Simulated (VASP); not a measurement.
# InAg2SnPb4 (P1) in VASP: single point with PBE

Aim: the single point of InAg2SnPb4 with PBE.

Everything below comes from runs of VASP 6.6.1. Logs are shortened: lines on timing, memory, paths and dates and some standing lists are left out, and cuts for length are marked.

**1. The cell of the first run**

The typed cell holds 16 atoms: a = 8.477 Å, b = 8.522 Å, c = 8.413 Å, α = 95.42°, β = 117.54°, γ = 116.58°.

**2. Single point, PBE**

File INCAR:

```
  PREC = Accurate
  ENCUT = 520
  EDIFF = 1E-6
  ISMEAR = 0
  SIGMA = 0.1
  LREAL = Auto
  LASPH = T
  NELM = 60
  ALGO = Fast
  ISIF = 2
  LWAVE = F
  LCHARG = F
  GGA = PE
  NBANDS = 119
  ISYM = 0
```

File KPOINTS:

```
Automatic mesh
0
Gamma
  2 2 2
  0.5 0.5 0.5
```

File POSCAR:

```
InAg2SnPb4
1.0
   -5.7158836737      4.4479582022     -4.4048378690
    5.7430334109      4.4869201664      4.4166500959
    5.6519907025     -4.4597704291     -4.3527571247
Ag In Sn Pb
4 2 2 8
Direct
    0.0009611994      0.2214616510      0.7121423003
    0.5191022609      0.8405231160      0.8685733078
    0.7529377204      1.0138177090      0.2898763158
    0.9900825663      0.8223110706      0.3033662756
    0.7220906225      0.7265126810      0.4669108836
    0.7650018228      0.2539968537      1.0319164039
    0.2370502259      0.0082580507      0.7389978515
    0.2220768175      0.4198073849      0.1376594554
    0.4925191347      0.9620329527      0.5320364736
    0.7486721965      0.4420444764      0.7214246145
    0.2223460610      0.2556680411      0.4619868150
    1.0662348567      0.5447322269      0.5252750293
    0.5181874175      0.2393733798      0.2483883423
    0.9530724482      0.9589351352     -0.0451152490
    0.5190461922      0.5004007001      0.9615672511
    0.2535976966      0.7707768879      1.0306285097
```

Potentials or basis: VASP PAW PBE potentials, release 64 (Ag, In_d, Sn_d, Pb_d).

On the command line:

```
$ cat potpaw_PBE.64/Ag/POTCAR potpaw_PBE.64/In_d/POTCAR potpaw_PBE.64/Sn_d/POTCAR potpaw_PBE.64/Pb_d/POTCAR > POTCAR
$ mpirun -np 1 vasp_std > vasp.out
```

OUTCAR:

```text
PREC = Accurate
   ENCUT = 520
   EDIFF = 1E-6
   ISMEAR = 0
   LREAL = Auto
   LASPH = T
   NELM = 60
   ISIF = 2
   GGA = PE
   ISYM = 0

 ion  position               nearest neighbor table
   1  0.001  0.221  0.712-   3 2.96   8 3.00  14 3.19   7 3.20  15 3.25   9 3.25  12 3.26  11 3.36
                            10 3.44   5 3.54
   2  0.519  0.841  0.869-   6 2.92   3 2.93  16 3.01  12 3.02  14 3.02   9 3.05  15 3.07   7 3.15

   3  0.753  0.014  0.290-   2 2.93   1 2.96   5 2.96  11 2.99   4 3.08  16 3.12   6 3.13  13 3.27
                             9 3.56  12 3.76
   4  0.990  0.822  0.303-   5 3.03   7 3.03  11 3.07   3 3.08  15 3.14  14 3.19  12 3.25   9 3.27

   5  0.722  0.727  0.467-   3 2.96   4 3.03   8 3.21   7 3.23  10 3.40  14 3.49   9 3.52   1 3.54
                            13 3.58  15 3.67  12 3.74
   6  0.765  0.254  0.032-   2 2.92   8 3.08   3 3.13  10 3.17   7 3.31  13 3.32  15 3.48  12 3.53
                             9 3.62  14 3.68  11 3.88
   7  0.237  0.008  0.739-   4 3.03   2 3.15   1 3.20   5 3.23  11 3.28   6 3.31  16 3.32   9 3.46
                            12 3.47  15 3.50  14 3.54  13 3.56
   8  0.222  0.420  0.138-   1 3.00   6 3.08  16 3.14  11 3.18   5 3.21  14 3.25  13 3.33  15 3.33

   9  0.493  0.962  0.532-   2 3.05   1 3.25   4 3.27  10 3.41   7 3.46   5 3.52  16 3.52  13 3.52
                             3 3.56   6 3.62  12 3.74  14 3.89  11 4.00
  10  0.749  0.442  0.721-   6 3.17  16 3.25  13 3.34  11 3.35   5 3.40   9 3.41   1 3.44  15 3.53
                            12 3.61  14 3.83
  11  0.222  0.256  0.462-   3 2.99   4 3.07   8 3.18   7 3.28  10 3.35   1 3.36  12 3.38  15 3.50
                            14 3.69  13 3.74   6 3.88   9 4.00
  12  0.066  0.545  0.525-   2 3.02   4 3.25   1 3.26  11 3.38  13 3.44   7 3.47   6 3.53  10 3.61
                            16 3.71   9 3.74   5 3.74   3 3.76  15 4.11
  13  0.518  0.239  0.248-   3 3.27   6 3.32   8 3.33  10 3.34  16 3.34  15 3.43  12 3.44   9 3.52
                            14 3.53   7 3.56   5 3.58  11 3.74
  14  0.953  0.959  0.955-   2 3.02   1 3.19   4 3.19   8 3.25  16 3.44   5 3.49  13 3.53   7 3.54
                             6 3.68  11 3.69  10 3.83   9 3.89  15 4.02
  15  0.519  0.500  0.962-   2 3.07   4 3.14   1 3.25   8 3.33  13 3.43   6 3.48   7 3.50  11 3.50
                            10 3.53   5 3.67  14 4.02  16 4.04  12 4.11
  16  0.254  0.771  0.031-   2 3.01   3 3.12   8 3.14  10 3.25   7 3.32  13 3.34  14 3.44   9 3.52
                            12 3.71  15 4.04

IMPORTANT INFORMATION: All symmetrisations will be switched off!
NOSYMM: (Re-)initialisation of all symmetry stuff for point group C_1.

----------------------------------------------------------------------------------------

                                     Primitive cell

  volume of cell :     445.7969

  direct lattice vectors                    reciprocal lattice vectors
    -5.715883674  4.447958202 -4.404837869     0.000374098  0.112070967 -0.114340491
     5.743033411  4.486920166  4.416650096     0.087495995  0.111656117 -0.000788948
     5.651990703 -4.459770429 -4.352757125     0.088401752 -0.000116809 -0.114831397

  length of vectors
     8.476924855  8.521835683  8.413147198     0.160105557  0.141856477  0.144917677

  position of ions in fractional coordinates (direct lattice)
     0.000961199  0.221461651  0.712142300
     0.519102261  0.840523116  0.868573308
     0.752937720  0.013817709  0.289876316
     0.990082566  0.822311071  0.303366276
     0.722090622  0.726512681  0.466910884
     0.765001823  0.253996854  0.031916404
[... 8 lines left out ...]
     0.519046192  0.500400700  0.961567251
     0.253597697  0.770776888  0.030628510

  ion indices of the primitive-cell ions
   primitive index   ion index
                 1           1
                 2           2
                 3           3
                 4           4
                 5           5
                 6           6
[... 8 lines left out ...]
                15          15
                16          16

----------------------------------------------------------------------------------------

 KPOINTS: Automatic mesh

Automatic generation of k-mesh.
 Grid dimensions read from file:
 generate k-points for:    2    2    2

 Generating k-lattice:

  Cartesian coordinates                     Fractional coordinates (reciprocal lattice)
     0.000187049  0.056035484 -0.057170245     0.500000000  0.000000000  0.000000000
     0.043747998  0.055828059 -0.000394474    -0.000000000  0.500000000 -0.000000000
     0.044200876 -0.000058404 -0.057415699     0.000000000 -0.000000000  0.500000000

  Length of vectors
     0.080052779  0.070928239  0.072458839

  Shift w.r.t. Gamma in fractional coordinates (k-lattice)
     0.500000000  0.500000000  0.500000000

 Subroutine IBZKPT returns following result:
 ===========================================

 Found      4 irreducible k-points:

 Following reciprocal coordinates:
            Coordinates               Weight
  0.250000  0.250000  0.250000      2.000000
 -0.250000  0.250000  0.250000      2.000000
  0.250000 -0.250000  0.250000      2.000000
 -0.250000 -0.250000  0.250000      2.000000
   k-points           NKPTS =      4   k-points in BZ     NKDIM =      4   number of bands    NBANDS=    119
   number of dos      NEDOS =    301   number of ions     NIONS =     16
   total plane-waves  NPLWV = 262144
   dimension x,y,z NGX =    64 NGY =   64 NGZ =   64
   dimension x,y,z NGXF=   128 NGYF=  128 NGZF=  128
   ions per type =               4   2   2   8
   NGX,Y,Z   is equivalent  to a cutoff of  12.55, 12.49, 12.65 a.u.
   NGXF,Y,Z  is equivalent  to a cutoff of  25.10, 24.97, 25.29 a.u.
 SYSTEM =  unknown system
   PREC   = accura    normal or accurate (medium, high low for compatibility)
   ISTART =      0    job   : 0-new  1-cont  2-samecut
   ICHARG =      2    charge: 1-file 2-atom 10-const
   ISPIN  =      1    spin polarized calculation?
   LNONCOLLINEAR =      F non collinear calculations
   LSORBIT =      F    spin-orbit coupling
   LASPH  =      T    aspherical Exc in radial PAW
   ENCUT  =  520.0 eV  38.22 Ry    6.18 a.u.  15.76 15.84 15.64*2*pi/ulx,y,z
   NELM   =     60;   NELMIN=  2; NELMDL= -5     # of ELM steps
   EDIFF  = 0.1E-05   stopping-criterion for ELM
   LREAL  =      T    real-space projection
   EDIFFG = 0.1E-04   stopping-criterion for IOM
   NSW    =      0    number of steps for IOM
   IBRION =     -1    ionic relax: 0-MD 1-quasi-New 2-CG
   NFREE  =      0    steps in history (QN), initial steepest desc. (CG)
   ISIF   =      2    stress and relaxation
   ISYM   =      0    0-nonsym 1-usesym 2-fastsym
   POTIM  = 0.5000    time-step for ionic-motion
   TEBEG  =    0.0;   TEEND  =   0.0 temperature during run
   PSTRESS=    0.0 pullay stress
   NELECT =     210.0000    total number of electrons
   NUPDOWN=      -1.0000    fix difference up-down
   EMIN   =  10.00;   EMAX   =-10.00  energy-range for DOS
   EFERMI =   0.00;   METHOD = LEGACY
   ISMEAR =     0;   SIGMA  =   0.10  broadening in eV -4-tet -1-fermi 0-gaus
   EFERMI_NEDOS =   21; number of points for ismear=-14 and -15
   IALGO  =     68    algorithm
   IMIX   =      4    mixing-type and parameters
     AMIX     =   0.40;   BMIX     =  1.00
     AMIX_MAG =   1.60;   BMIX_MAG =  1.00
  volume/ion in A,a.u.               =      27.86       188.02
  Fermi-wavevector in a.u.,A,eV,Ry     =   1.273803  2.407138 22.076457  1.622574
  Thomas-Fermi vector in A             =   2.406606
   LORBIT       =      0    0 simple, 1 ext, 2 COOP (PROOUT), +10 PAW based schemes
   GGA     = PE    functional components
   LHFCALC =     F    Hartree Fock is set to
   AEXX    =    0.0000 exact exchange contribution
   IVDW    =     0    specifies the selected vdW correction
   LEPSILON=     F    determine dielectric tensor
   LRPA    =     F    only Hartree local field effects (RPA)
 non-spin polarized calculation
 RMM-DIIS sequential band-by-band and
 Gauss-broadening in eV      SIGMA  =   0.10
  energy-cutoff  :      520.00
  volume of cell :      445.80
 maximum number of plane-waves:     12009
   NGX = 31   NGY = 31   NGZ = 31

 number of electron     210.0000000 magnetization

 Free energy of the ion-electron system (eV)
  ---------------------------------------------------
  ext. energy  EPLUGINS =         0.00000000
  ---------------------------------------------------
  free energy    TOTEN  =       -51.43288901 eV

  energy without entropy =      -51.42010010  energy(sigma->0) =      -51.42649456

 E-fermi :   6.6958     XC(G=0): -10.1910

 val. band max:        6.6016667728   @ k =  -0.2500   0.2500   0.2500
 cond. band min:       6.7866153662   @ k =   0.2500   0.2500   0.2500
 fundamental gap:      0.1849485934
 Fermi energy:         6.6957833588

 k-point     1 :       0.2500    0.2500    0.2500
  band No.  band energies     occupation
      1     -14.6186      2.00000
      2     -14.6069      2.00000
      3     -14.5940      2.00000
      4     -14.5881      2.00000
      5     -14.5809      2.00000
      6     -14.5754      2.00000
[... 109 lines left out ...]
    116       9.6641      0.00000
    117      10.1764      0.00000

 k-point     2 :      -0.2500    0.2500    0.2500
  band No.  band energies     occupation
      1     -14.6187      2.00000
      2     -14.6069      2.00000
      3     -14.5939      2.00000
      4     -14.5881      2.00000
      5     -14.5809      2.00000
      6     -14.5754      2.00000
[... 109 lines left out ...]
    116       9.2296      0.00000
    117       9.4968      0.00000

 k-point     3 :       0.2500   -0.2500    0.2500
  band No.  band energies     occupation
      1     -14.6186      2.00000
      2     -14.6069      2.00000
      3     -14.5940      2.00000
      4     -14.5881      2.00000
      5     -14.5809      2.00000
      6     -14.5754      2.00000
[... 109 lines left out ...]
    116       9.6868      0.00000
    117       9.9266      0.00000

 k-point     4 :      -0.2500   -0.2500    0.2500
  band No.  band energies     occupation
      1     -14.6186      2.00000
      2     -14.6069      2.00000
      3     -14.5940      2.00000
      4     -14.5881      2.00000
      5     -14.5809      2.00000
      6     -14.5754      2.00000
[... 109 lines left out ...]
    116       9.5791      0.00000
    117       9.9064      0.00000
 [bands above 117 left out]

------------------------ aborting loop because EDIFF is reached ----------------------------------------

  FORCE on cell =-STRESS in cart. coord.  units (eV):
  Direction    XX          YY          ZZ          XY          YZ          ZX
  --------------------------------------------------------------------------------------
  -------------------------------------------------------------------------------------
  Total        0.0330066     -0.0618032      0.0504617      0.0554761     -0.0300087     -0.0324763
  in kB        0.1186243     -0.2221184      0.1813575      0.1993790     -0.1078500     -0.1167186
  external PRESSURE =       0.0259545 kB  Pullay stress =       0.0000000 kB

 VOLUME and BASIS-vectors are now :
 -----------------------------------------------------------------------------
  energy-cutoff  :      520.00
  volume of cell :      445.80
      direct lattice vectors                 reciprocal lattice vectors
    -5.715883674  4.447958202 -4.404837869     0.000374098  0.112070967 -0.114340491
     5.743033411  4.486920166  4.416650096     0.087495995  0.111656117 -0.000788948
     5.651990703 -4.459770429 -4.352757125     0.088401752 -0.000116809 -0.114831397

 POSITION                                       TOTAL-FORCE (eV/Angst)
 -----------------------------------------------------------------------------------
      5.29139     -2.17804     -2.12590        -0.028242      0.014376      0.011594
      6.76919      2.20667     -2.35495        -0.001617     -0.018116     -0.017594
     -2.58597      2.11825     -4.51730         0.016984     -0.005122      0.008491
      0.77799      6.74055     -2.04977        -0.009955     -0.014141     -0.003125
      2.68398      4.38932     -2.00429         0.000167     -0.017028      0.013056
     -2.73356      4.40002     -2.38682         0.007358      0.001804      0.007235
[... 8 lines left out ...]
      5.34178      0.26558     -4.26169        -0.029529     -0.010236     -0.003111
      3.15017      4.44981      2.15388         0.024591      0.010532      0.006202
 -----------------------------------------------------------------------------------
    total drift:                               -0.009469     -0.005444      0.009052

  FREE ENERGIE OF THE ION-ELECTRON SYSTEM (eV)
  ---------------------------------------------------
  free  energy   TOTEN  =       -51.4328890131 eV

  energy  without entropy=      -51.4201001044  energy(sigma->0) =      -51.42649456
```

Wall time 7.2 min (1 thread of Intel Xeon 6975P-C (Granite Rapids), shared host); peak memory 0.66 GiB.

Results:

```yaml
Free_energy: -51.4329 eV
Pressure: 0.0 GPa
Largest_force: 0.043 eV/Å
Band_gap_on_the_k_mesh: zero (bands 105 and 106 overlap by 0.79 eV)
```

Forces in eV/Å, atoms in the order of the input:
```
Ag  -0.028  0.014  0.012
Ag  -0.002 -0.018 -0.018
Ag   0.017 -0.005  0.008
Ag  -0.010 -0.014 -0.003
In   0.000 -0.017  0.013
In   0.007  0.002  0.007
Sn   0.031  0.003  0.005
Sn   0.030 -0.006 -0.022
Pb  -0.006  0.003  0.014
Pb   0.014  0.001  0.015
Pb  -0.008  0.041 -0.008
Pb  -0.016 -0.007  0.006
Pb  -0.003  0.002 -0.016
Pb  -0.022  0.001 -0.016
Pb  -0.030 -0.010 -0.003
Pb   0.025  0.011  0.006
```

Levels at points of the mesh, in eV from the Fermi level:
```csv
k point,band 103,band 104,band 105,band 106,band 107,band 108
"(0.25, 0.25, 0.25)",-0.64,-0.50,-0.31,-0.17,0.09,0.50
```

Caveat: the k points lie up to 0.46 Å⁻¹ apart, too coarse for converged energies and pressures of a metal; spin-orbit coupling is left out, which moves the levels of the heavy elements.
